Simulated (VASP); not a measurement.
Na6PS3:

```
Na P S
1.0
    -5.27367    5.27367    5.27367
     5.27367   -5.27367    5.27367
     5.27367    5.27367   -5.27367
Na P S
6 1 3
Direct
  0.00000 0.25891 0.25891
  0.00000 0.74109 0.74109
  0.25891 0.00000 0.25891
  0.74109 0.00000 0.74109
  0.25891 0.25891 0.00000
  0.74109 0.74109 0.00000
  0.00000 0.00000 0.00000
  0.00000 0.50000 0.50000
  0.50000 0.00000 0.50000
  0.50000 0.50000 0.00000
```

The cell was generated, and may not be a known phase.

- Program: VASP 6.6.1
- Task: relaxation of cell and atoms
- Functional: PBE
- Potentials or basis: VASP PAW PBE potentials, release 64 (Na_pv, P, S)
- Cutoff: 600 eV
- k mesh: 6 × 6 × 6
- Occupations: gaussian, width 0.1 eV
- Spin: no spin polarisation

At the start: pressure 0.3 GPa; volume 58.67 Å³/atom.

Question: How do energy, volume and symmetry change on relaxing?

Answer: Over 7 steps the energy falls by 2.1 meV/atom and the volume is 60.95 Å³/atom (+3.9 %); space group Im-3m (No. 229, to 0.1 Å) before and after.

The path:
```
step  energy change (eV)  largest force (eV/Å)  pressure (GPa)  volume (Å³)
   1              0.0000                0.0260            0.30       586.68
   2             -0.0141                0.0037            0.17       596.19
   3             -0.0203                0.0171            0.02       607.05
   4             -0.0204                0.0194            0.00       608.42
   5             -0.0204                0.0220            0.00       608.86
   6             -0.0205                0.0149           -0.01       609.07
   7             -0.0207                0.0030            0.00       609.46
```

Final structure:
```xyz
10
Lattice="-5.3411 5.3411 5.3411 5.3411 -5.3411 5.3411 5.3411 5.3411 -5.3411" Properties=species:S:1:pos:R:3 pbc="T T T"
Na    2.7665    0.0000    0.0000
Na    7.9157    0.0000    0.0000
Na    0.0000    2.7665    0.0000
Na    0.0000    7.9157    0.0000
Na    0.0000    0.0000    2.7665
Na    0.0000    0.0000    7.9157
P     0.0000    0.0000    0.0000
S     5.3411    0.0000    0.0000
S     0.0000    5.3411    0.0000
S     0.0000    0.0000    5.3411
```
